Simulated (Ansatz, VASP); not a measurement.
Cu3Te in VASP and in Ansatz

```
Cu Te
1.0
     3.97280    0.00000    0.00000
     0.00000    3.97280    0.00000
     0.00000    0.00000    3.97280
Cu Te
3 1
Direct
  0.00000 0.50000 0.50000
  0.50000 0.00000 0.50000
  0.50000 0.50000 0.00000
  0.00000 0.00000 0.00000
```

Alike in both runs: task single point; functional PBE; k mesh 6 × 6 × 6; occupations fermi-dirac, width 0.2 eV; no spin polarisation.

|  | VASP | Ansatz |
| --- | --- | --- |
| version | VASP 6.6.1 | Ansatz 0.2.0 |
| potentials or method | VASP PAW PBE potentials, release 64 (Cu, Te) | plane waves, norm-conserving potentials |
| plane-wave cutoff (eV) | 520 | 1252 |
| valence electrons in the cell | 39 | 73 |

Ansatz gave:

| Item | Value |
| --- | --- |
| pressure (GPa) | -0.9 |

Estimate VASP's values.

pressure (GPa): -0.8.

The functional is the same, so the differences come from potentials, cutoffs and numerics. VASP's potentials hold 39 valence electrons a cell and Ansatz's 73, so a difference there can come from the potentials and not from the codes.

Neither program's run includes spin-orbit coupling.
